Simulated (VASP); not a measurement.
# P (P6_3/mmc) in VASP: relaxation of cell and atoms with PBE

Aim: the relaxation of cell and atoms of P with PBE.

Everything below comes from runs of VASP 6.6.1. Logs are shortened: lines on timing, memory, paths and dates and some standing lists are left out, and cuts for length are marked.

## (1) The cell of the first run

The structure is hexagonal, space group P6_3/mmc (No. 194). The conventional cell has a = 2.512 Å, b = 2.512 Å, c = 4.070 Å, α = 90.00°, β = 90.00°, γ = 120.00°. P (site symmetry -6m2) has 12 P at 2.50 to 2.51 Å within 3.3 Å.

## (2) Relaxation of cell and atoms, PBE

The input, INCAR:

```
SYSTEM = P
PREC = Accurate
ENCUT = 600
EDIFF = 1E-6
ISMEAR = -1
SIGMA = 0.05
LREAL = .FALSE.
LASPH = .TRUE.
NELM = 60
ALGO = Normal
ISIF = 3
LWAVE = .FALSE.
LCHARG = .FALSE.
GGA = PE
IBRION = 2
NSW = 100
EDIFFG = -0.005
```

The input, KPOINTS:

```
Automatic mesh
0
G
  15 15 8
  0 0 0
```

The input, POSCAR:

```
P
1.0
    2.5123336524      0.0000000000      0.0000000000
   -1.2561668262      2.1757447658      0.0000000000
    0.0000000000      0.0000000000      4.0699805169
P
2
Direct
    0.3333333333      0.6666666667      0.2500000000
    0.6666666667      0.3333333333      0.7500000000
```

Potentials or basis: VASP PAW PBE potentials, release 64 (P).

On the command line:

```console
> cat potpaw_PBE.64/P/POTCAR > POTCAR
> mpirun -np 1 vasp_std > vasp.out
```

OUTCAR:

```text
SYSTEM = P
   PREC = Accurate
   ENCUT = 600
   EDIFF = 1E-6
   ISMEAR = -1
   LREAL = .FALSE.
   LASPH = .TRUE.
   NELM = 60
   ISIF = 3
   GGA = PE
   IBRION = 2
   NSW = 100
   EDIFFG = -0.005

 ion  position               nearest neighbor table
   1  0.333  0.667  0.250-   2 2.50   2 2.50   2 2.50   2 2.50   2 2.50   2 2.50
   2  0.667  0.333  0.750-   1 2.50   1 2.50   1 2.50   1 2.50   1 2.50   1 2.50

  LATTYP: Found a hexagonal cell.
 ALAT       =     2.5123336524
 C/A-ratio  =     1.6200000000

  Lattice vectors:

 A1 = (   2.5123336524,   0.0000000000,   0.0000000000)
 A2 = (  -1.2561668262,   2.1757447658,   0.0000000000)
 A3 = (   0.0000000000,   0.0000000000,   4.0699805169)

Analysis of symmetry for initial positions (statically):
=====================================================================
 Subroutine PRICEL returns:
 Original cell was already a primitive cell.

 Routine SETGRP: Setting up the symmetry group for a
 hexagonal supercell.

 Subroutine GETGRP returns: Found 24 space group operations
 (whereof 12 operations were pure point group operations)
 out of a pool of 24 trial point group operations.

The static configuration has the point symmetry D_3d.
 The point group associated with its full space group is D_6h.

Analysis of symmetry for dynamics (positions and initial velocities):
=====================================================================
 Subroutine PRICEL returns:
 Original cell was already a primitive cell.

 Routine SETGRP: Setting up the symmetry group for a
 hexagonal supercell.

 Subroutine GETGRP returns: Found 24 space group operations
 (whereof 12 operations were pure point group operations)
 out of a pool of 24 trial point group operations.

The dynamic configuration has the point symmetry D_3d.
 The point group associated with its full space group is D_6h.

 Subroutine INISYM returns: Found 24 space group operations
 (whereof 12 operations are pure point group operations),
 and found     1 'primitive' translations

----------------------------------------------------------------------------------------

                                     Primitive cell

  volume of cell :      22.2473

  direct lattice vectors                    reciprocal lattice vectors
     2.512333652  0.000000000  0.000000000     0.398036303  0.229806367  0.000000000
    -1.256166826  2.175744766  0.000000000     0.000000000  0.459612734  0.000000000
     0.000000000  0.000000000  4.069980517     0.000000000  0.000000000  0.245701422

  length of vectors
     2.512333652  2.512333652  4.069980517     0.459612734  0.459612734  0.245701422

  position of ions in fractional coordinates (direct lattice)
     0.333333333  0.666666667  0.250000000
     0.666666667  0.333333333  0.750000000

  ion indices of the primitive-cell ions
   primitive index   ion index
                 1           1
                 2           2

----------------------------------------------------------------------------------------

 KPOINTS: Automatic mesh

Automatic generation of k-mesh.
 Grid dimensions read from file:
 generate k-points for:   15   15    8

 Generating k-lattice:

  Cartesian coordinates                     Fractional coordinates (reciprocal lattice)
     0.026535754  0.015320424  0.000000000     0.066666667  0.000000000  0.000000000
     0.000000000  0.030640849  0.000000000     0.000000000  0.066666667  0.000000000
     0.000000000  0.000000000  0.030712678     0.000000000  0.000000000  0.125000000

  Length of vectors
     0.030640849  0.030640849  0.030712678

  Shift w.r.t. Gamma in fractional coordinates (k-lattice)
     0.000000000  0.000000000  0.000000000

 Subroutine IBZKPT returns following result:
 ===========================================

 Found    135 irreducible k-points:

 Following reciprocal coordinates:
            Coordinates               Weight
  0.000000  0.000000  0.000000      1.000000
  0.066667  0.000000  0.000000      6.000000
  0.133333  0.000000  0.000000      6.000000
  0.200000  0.000000  0.000000      6.000000
  0.266667  0.000000  0.000000      6.000000
  0.333333 -0.000000  0.000000      6.000000
[... 16 lines left out ...]
  0.333333  0.200000  0.000000     12.000000
  0.400000  0.200000  0.000000      6.000000
 [... further k-points ...]
   k-points           NKPTS =    135   k-points in BZ     NKDIM =    135   number of bands    NBANDS=      9
   number of dos      NEDOS =    301   number of ions     NIONS =      2
   total plane-waves  NPLWV =  14400
   dimension x,y,z NGX =    20 NGY =   20 NGZ =   36
   dimension x,y,z NGXF=    40 NGYF=   40 NGZF=   72
   ions per type =               2
   NGX,Y,Z   is equivalent  to a cutoff of  13.23, 13.23, 14.70 a.u.
   NGXF,Y,Z  is equivalent  to a cutoff of  26.47, 26.47, 29.41 a.u.
 SYSTEM =  P
   PREC   = accura    normal or accurate (medium, high low for compatibility)
   ISTART =      0    job   : 0-new  1-cont  2-samecut
   ICHARG =      2    charge: 1-file 2-atom 10-const
   ISPIN  =      1    spin polarized calculation?
   LNONCOLLINEAR =      F non collinear calculations
   LSORBIT =      F    spin-orbit coupling
   LASPH  =      T    aspherical Exc in radial PAW
   ENCUT  =  600.0 eV  44.10 Ry    6.64 a.u.   5.02  5.02  8.13*2*pi/ulx,y,z
   NELM   =     60;   NELMIN=  2; NELMDL= -5     # of ELM steps
   EDIFF  = 0.1E-05   stopping-criterion for ELM
   LREAL  =      F    real-space projection
   EDIFFG = -.5E-02   stopping-criterion for IOM
   NSW    =    100    number of steps for IOM
   IBRION =      2    ionic relax: 0-MD 1-quasi-New 2-CG
   NFREE  =      1    steps in history (QN), initial steepest desc. (CG)
   ISIF   =      3    stress and relaxation
   ISYM   =      2    0-nonsym 1-usesym 2-fastsym
   POTIM  = 0.5000    time-step for ionic-motion
   TEBEG  =    0.0;   TEEND  =   0.0 temperature during run
   PSTRESS=    0.0 pullay stress
   NELECT =      10.0000    total number of electrons
   NUPDOWN=      -1.0000    fix difference up-down
   EMIN   =  10.00;   EMAX   =-10.00  energy-range for DOS
   EFERMI =   0.00;   METHOD = LEGACY
   ISMEAR =    -1;   SIGMA  =   0.05  broadening in eV -4-tet -1-fermi 0-gaus
   EFERMI_NEDOS =   21; number of points for ismear=-14 and -15
   IALGO  =     38    algorithm
   IMIX   =      4    mixing-type and parameters
     AMIX     =   0.40;   BMIX     =  1.00
     AMIX_MAG =   1.60;   BMIX_MAG =  1.00
  volume/ion in A,a.u.               =      11.12        75.07
  Fermi-wavevector in a.u.,A,eV,Ry     =   1.254052  2.369815 21.397162  1.572647
  Thomas-Fermi vector in A             =   2.387876
   LORBIT       =      0    0 simple, 1 ext, 2 COOP (PROOUT), +10 PAW based schemes
   GGA     = PE    functional components
   LHFCALC =     F    Hartree Fock is set to
   AEXX    =    0.0000 exact exchange contribution
   IVDW    =     0    specifies the selected vdW correction
   LEPSILON=     F    determine dielectric tensor
   LRPA    =     F    only Hartree local field effects (RPA)
 conjugate gradient relaxation of ions
 non-spin polarized calculation
  energy-cutoff  :      600.00
  volume of cell :       22.25
 maximum number of plane-waves:       764
 NGX is ok and might be reduce to    20
   NGX =  9   NGY =  9   NGZ = 17

--------------------------------------- Ionic step        1  -------------------------------------------

 number of electron      10.0000000 magnetization

 Free energy of the ion-electron system (eV)
  ---------------------------------------------------
  ext. energy  EPLUGINS =         0.00000000
  ---------------------------------------------------
  free energy    TOTEN  =        -8.43490627 eV

  energy without entropy =       -8.42414252  energy(sigma->0) =       -8.42952439

 E-fermi :  14.0470     XC(G=0): -12.6913

 val. band max:       14.0419658459   @ k =   0.3333   0.0667   0.1250
 cond. band min:      14.0501631998   @ k =   0.2000   0.0000   0.5000
 fundamental gap:      0.0081973538
 Fermi energy:        14.0470257113

 k-point     1 :       0.0000    0.0000    0.0000
  band No.  band energies     occupation
      1      -5.4013      2.00000
      2       2.5544      2.00000
      3       3.6564      2.00000
      4      20.3333      0.00000
      5      20.3333      0.00000
      6      22.4633      0.00000
      7      22.4633      0.00000
      8      24.0292      0.00000
      9      25.7840      0.00000
[... 265 lines left out ...]
 k-point    24 :       0.4000    0.2000    0.0000
  band No.  band energies     occupation
      1       2.3910      2.00000
      2       3.4082      2.00000
      3       8.8114      2.00000
      4      10.5648      2.00000
      5      10.5673      2.00000
      6      10.6367      2.00000
      7      12.5102      2.00000
      8      15.9416      0.00000
      9      18.5851      0.00000

 [... further k-points ...]
[... 5 lines left out ...]
  --------------------------------------------------------------------------------------
  -------------------------------------------------------------------------------------
  Total        5.5074851      5.5074851      5.5528699      0.0000000     -0.0000000      0.0000000
  in kB      396.6306927    396.6306927    399.8991585      0.0000000     -0.0000000      0.0000000
  external PRESSURE =     397.7201813 kB  Pullay stress =       0.0000000 kB
[... 89 lines left out ...]
  FREE ENERGIE OF THE ION-ELECTRON SYSTEM (eV)
  ---------------------------------------------------
  free  energy   TOTEN  =        -9.1163464280 eV

  energy  without entropy=       -9.1065458302  energy(sigma->0) =       -9.11144613

[... ionic steps 4 to 7 ...]

--------------------------------------- Ionic step        8  -------------------------------------------

 number of electron      10.0000001 magnetization

------------------------ aborting loop because EDIFF is reached ----------------------------------------
[... 67 lines left out ...]
--------------------------------------- Ionic step       10  -------------------------------------------

 number of electron      10.0000001 magnetization

 Free energy of the ion-electron system (eV)
  ---------------------------------------------------
  ext. energy  EPLUGINS =         0.00000000
  ---------------------------------------------------
  free energy    TOTEN  =        -9.13319708 eV

  energy without entropy =       -9.12522810  energy(sigma->0) =       -9.12921259

 E-fermi :   9.8751     XC(G=0): -11.4885

 val. band max:        9.8743638636   @ k =   0.4667   0.0667   0.0000
 cond. band min:       9.8874063081   @ k =   0.2667   0.2000   0.2500
 fundamental gap:      0.0130424446
 Fermi energy:         9.8751118686

 k-point     1 :       0.0000    0.0000    0.0000
  band No.  band energies     occupation
      1      -6.5445      2.00000
      2      -1.2026      2.00000
      3       1.6761      2.00000
      4      15.0341      0.00000
      5      15.0341      0.00000
      6      16.0092      0.00000
      7      16.6759      0.00000
      8      16.6759      0.00000
      9      20.7628      0.00000
[... 265 lines left out ...]
 k-point    24 :       0.4000    0.2000    0.0000
  band No.  band energies     occupation
      1      -0.2035      2.00000
      2       1.0223      2.00000
      3       4.9635      2.00000
      4       6.3146      2.00000
      5       6.6874      2.00000
      6       7.4238      2.00000
      7       9.2535      1.99999
      8      10.6352      0.00000
      9      14.9927      0.00000

 [... further k-points ...]
[... 5 lines left out ...]
  --------------------------------------------------------------------------------------
  -------------------------------------------------------------------------------------
  Total        0.0045497      0.0045497     -0.0076639     -0.0000000      0.0000000     -0.0000000
  in kB        0.2511495      0.2511495     -0.4230579     -0.0000000      0.0000000     -0.0000000
  external PRESSURE =       0.0264137 kB  Pullay stress =       0.0000000 kB
[... 17 lines left out ...]
  FREE ENERGIE OF THE ION-ELECTRON SYSTEM (eV)
  ---------------------------------------------------
  free  energy   TOTEN  =        -9.1331970840 eV

  energy  without entropy=       -9.1252280952  energy(sigma->0) =       -9.12921259

 reached required accuracy - stopping structural energy minimisation
```

It took 79 s on 1 thread of Intel Xeon Platinum 8488C (Sapphire Rapids), shared host; peak memory 0.15 GiB.

What came out:

| Item | Value |
| --- | --- |
| Free energy | -9.1332 eV |
| Relaxed volume | 14.51 Å³/atom |
| Relaxed cell | a = 2.703 Å, b = 2.703 Å, c = 4.586 Å, α = 90.00°, β = 90.00°, γ = 120.00° |
| Space group after relaxing (to 0.05 Å) | P6_3/mmc (No. 194) |
| Energy gained by relaxing | 349.1 meV/atom |
| Ionic steps | 10 |
| Pressure after relaxing | 0.0 GPa |
| Band gap on the k mesh | zero (band 5 reaches 15.92 eV, above the bottom of band 6 at 5.07 eV) |

The path:
```csv
step,energy change (eV),largest force (eV/Å),pressure (GPa),volume (Å³)
1,0.0000,0.0000,39.77,22.25
2,-0.5920,0.0000,-7.94,32.38
3,-0.6814,0.0000,0.30,28.95
4,-0.6815,0.0000,-0.14,29.09
5,-0.6939,0.0000,-0.50,29.17
6,-0.6978,0.0000,-0.62,29.23
7,-0.6979,0.0000,-0.64,29.24
8,-0.6979,0.0000,-0.63,29.23
9,-0.6983,0.0000,0.17,28.97
10,-0.6983,0.0000,0.00,29.02
```

Final structure:
```cif
data_structure
_symmetry_space_group_name_H-M 'P 1'
_symmetry_Int_Tables_number 1
_cell_length_a 2.7033
_cell_length_b 2.7033
_cell_length_c 4.5862
_cell_angle_alpha 90.000
_cell_angle_beta 90.000
_cell_angle_gamma 120.000
_cell_volume 29.02
loop_
_atom_site_label
_atom_site_type_symbol
_atom_site_fract_x
_atom_site_fract_y
_atom_site_fract_z
_atom_site_occupancy
P1 P 0.33333 0.66667 0.25000 1
P2 P 0.66667 0.33333 0.75000 1
```

Caveat: the volume moved by over 15 % at a fixed basis, so the end points are rough.
